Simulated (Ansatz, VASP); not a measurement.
GaN in VASP and in Ansatz

POSCAR

```
GaN
1.0
    3.1495535634      0.0000000000      0.0000000000
   -1.5747767817      2.7275933965      0.0000000000
    0.0000000000      0.0000000000     10.2724620264
Ga N
4 4
Direct
    0.0000000000      0.0000000000     -0.0003613151
    0.3333333333      0.6666666667      0.2499322523
    0.0000000000      0.0000000000      0.4996386849
    0.6666666667      0.3333333333      0.7499322523
    0.0000000000      0.0000000000      0.1876438561
    0.3333333333      0.6666666667      0.4377852066
    0.0000000000      0.0000000000      0.6876438561
    0.6666666667      0.3333333333      0.9377852066
```

INCAR.step1

```
ALGO = Normal ; EDIFF = 1E-4
ENCUT = 520 ; GGA = PE
ISMEAR = 0 ; LASPH = True
LCHARG = False ; LREAL = False
LWAVE = True ; NBANDS = 46
NELM = 80 ; PREC = Accurate
SIGMA = 0.01
```

INCAR.step2

```
ALGO = Normal ; EDIFF = 1E-6
ENCUT = 520 ; ISIF = 2
ISMEAR = 0 ; ISTART = 1
LASPH = True ; LCHARG = False
LMIXTAU = True ; LREAL = False
LWAVE = False ; METAGGA = R2SCAN
NBANDS = 46 ; NELM = 80
PREC = Accurate ; SIGMA = 0.01
```

File KPOINTS:

```
k-points
0
Gamma
  9 9 2
```

Input for Ansatz:

```yaml
crystal:
  lattice:
    - [3.1495535634, 0.0, 0.0]
    - [-1.5747767817, 2.7275933965, 0.0]
    - [0.0, 0.0, 10.2724620264]
  atoms:
    - { symbol: Ga, position: [0.0, 0.0, -0.0003613151] }
    - { symbol: Ga, position: [0.3333333333, 0.6666666667, 0.2499322523] }
    - { symbol: Ga, position: [0.0, 0.0, 0.4996386849] }
    - { symbol: Ga, position: [0.6666666667, 0.3333333333, 0.7499322523] }
    - { symbol: "N", position: [0.0, 0.0, 0.1876438561] }
    - { symbol: "N", position: [0.3333333333, 0.6666666667, 0.4377852066] }
    - { symbol: "N", position: [0.0, 0.0, 0.6876438561] }
    - { symbol: "N", position: [0.6666666667, 0.3333333333, 0.9377852066] }
kpoints:
  mp_grid: { grid: [9, 9, 2] }
hamiltonian:
  xc: r2scan
scf:
  occupations: { method: fixed }
  n_extra_bands: 6
output:
  forces: true
  stress: true
  eigenvalues: true
```

Alike in both runs: task single point; functional r2SCAN; k mesh 9 × 9 × 2; no spin polarisation.

```csv
,VASP,Ansatz
version,VASP 6.6.1,Ansatz 0.2.0
potentials or method,"VASP PAW PBE potentials, release 64 (Ga_d, N)","plane waves, PAW"
plane-wave cutoff (eV),520,500
occupations,"gaussian, width 0.01 eV",fixed
valence electrons in the cell,72,72
```

```tsv
	VASP	Ansatz	Ansatz less VASP
gap on the k mesh at the Fermi level (eV)	2.46	2.46	+0.009
pressure (GPa)	7.6	6.4	-1.19
traceless stress, the component that is largest in VASP (GPa)	-0.12	-0.01	+0.110
rms of the force components (eV/Å)	0.005	0.002	-0.0028
```

VASP's potentials were made for PBE, not for r2SCAN. Atom by atom the forces differ by 0.003 eV/Å (rms over components).
